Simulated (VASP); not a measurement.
The system is InAs.

```
CELL_PARAMETERS angstrom
0.00000 3.09447 3.09447
3.09447 0.00000 3.09447
3.09447 3.09447 0.00000
ATOMIC_POSITIONS crystal
In 0.00000 0.00000 0.00000
As 0.25000 0.25000 0.25000
```

```yaml
Program: VASP 6.6.1
Task: relaxation of cell and atoms
Functional: LDA
Potentials_or_basis: VASP PAW LDA potentials, release 64 (In_d, As)
Cutoff: 600 eV
k_mesh: 6 × 6 × 6
Occupations: fermi-dirac, width 0.02 eV
Spin: no spin polarisation
```

At the start: pressure -3.8 GPa; volume 29.63 Å³/atom.

Task: How do energy, volume and symmetry change on relaxing?

Result: Over 3 steps the energy falls by 27.6 meV/atom and the volume is 27.47 Å³/atom (-7.3 %); space group F-43m (No. 216, to 0.1 Å) before and after.

Step by step:
| step | energy change (eV) | largest force (eV/Å) | pressure (GPa) | volume (Å³) |
| --- | --- | --- | --- | --- |
| 1 | 0.0000 | 0.0000 | -3.81 | 59.26 |
| 2 | -0.0468 | 0.0000 | 1.84 | 53.42 |
| 3 | -0.0552 | 0.0000 | -0.01 | 54.95 |

Final structure:
```
CELL_PARAMETERS angstrom
0.00000 3.01741 3.01741
3.01741 0.00000 3.01741
3.01741 3.01741 0.00000
ATOMIC_POSITIONS crystal
In 0.00000 0.00000 0.00000
As 0.25000 0.25000 0.25000
```
